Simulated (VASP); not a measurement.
# CoSi: relaxation of the atoms with PBE

CoSi:

```
Co Si
1.0
     4.47472    0.00000    0.00000
     0.00000    4.47472    0.00000
     0.00000    0.00000    4.47472
Co Si
4 4
Direct
  0.14502 0.14502 0.14502
  0.35498 0.85498 0.64502
  0.64502 0.35498 0.85498
  0.85498 0.64502 0.35498
  0.84316 0.84316 0.84316
  0.65684 0.15684 0.34316
  0.34316 0.65684 0.15684
  0.15684 0.34316 0.65684
```

```yaml
Program: VASP 6.6.1
Task: relaxation of the atoms
Functional: PBE
Potentials_or_basis: VASP PAW PBE potentials, release 64 (Co, Si)
Cutoff: 520 eV
k_mesh: 8 × 8 × 8
Occupations: gaussian, width 0.1 eV
Spin: no spin polarisation
Dipole_correction: no
Further_INCAR_settings: ALGO = Fast; EDIFF = 1e-07; IBRION = 2; EDIFFG = -0.01; NSW = 50
```

```
Energy gained by relaxing    : 0.2 meV/atom
Ionic steps                  : 5
Pressure after relaxing      : -6.1 GPa
Largest force after relaxing : 0.004 eV/Å
Band gap on the k mesh       : zero (bands 26 and 27 overlap by 0.20 eV)
```

Forces in eV/Å, atoms in the order of the input:
```
Co  -0.001 -0.001 -0.001
Co   0.001  0.001 -0.001
Co  -0.001  0.001  0.001
Co   0.001 -0.001  0.001
Si   0.002  0.002  0.002
Si  -0.002 -0.002  0.002
Si   0.002 -0.002 -0.002
Si  -0.002  0.002 -0.002
```

Step by step:
| step | energy change (eV) | largest force (eV/Å) | pressure (GPa) |
| --- | --- | --- | --- |
| 1 | 0.0000 | 0.0603 | -6.33 |
| 2 | -0.0008 | 0.0428 | -6.25 |
| 3 | -0.0013 | 0.0158 | -6.16 |
| 4 | -0.0014 | 0.0171 | -6.15 |
| 5 | -0.0014 | 0.0040 | -6.12 |

Final structure:
```yaml
crystal:
  lattice:
    - [4.47472, 0.00000, 0.00000]
    - [0.00000, 4.47472, 0.00000]
    - [0.00000, 0.00000, 4.47472]
  atoms:
    - { symbol: Co, position: [0.14377, 0.14377, 0.14377] }
    - { symbol: Co, position: [0.35623, 0.85623, 0.64377] }
    - { symbol: Co, position: [0.64377, 0.35623, 0.85623] }
    - { symbol: Co, position: [0.85623, 0.64377, 0.35623] }
    - { symbol: Si, position: [0.84268, 0.84268, 0.84268] }
    - { symbol: Si, position: [0.65732, 0.15732, 0.34268] }
    - { symbol: Si, position: [0.34268, 0.65732, 0.15732] }
    - { symbol: Si, position: [0.15732, 0.34268, 0.65732] }
```

Levels at points of the mesh, in eV from the Fermi level:
| k point | band 22 | band 23 | band 24 | band 25 | band 26 | band 27 | band 28 | band 29 | band 30 | band 31 |
| --- | --- | --- | --- | --- | --- | --- | --- | --- | --- | --- |
| (0.00, 0.00, 0.00) | -0.89 | -0.76 | -0.76 | -0.03 | -0.03 | -0.03 | 2.34 | 2.34 | 2.34 | 2.81 |
| (0.50, 0.00, 0.00) | -1.01 | -0.64 | -0.64 | -0.47 | -0.47 | 0.95 | 0.95 | 1.37 | 1.37 | 4.15 |
| (0.50, 0.50, 0.00) | -1.45 | -0.98 | -0.98 | -0.05 | -0.05 | 0.53 | 0.53 | 1.87 | 1.87 | 2.39 |
| (0.50, 0.50, 0.50) | -1.18 | -1.18 | -1.18 | -0.23 | -0.23 | -0.23 | -0.23 | 5.18 | 5.18 | 5.18 |

Wall time 6.5 min on 1 thread of Oxide Virtual Turin-like Processor, on a shared host, peak memory 0.24 GiB.

Caveat: the run has no spin polarisation, though such a crystal can be magnetic. Spin polarisation is off, so any magnetic state and its effect on volume and gap are missing.
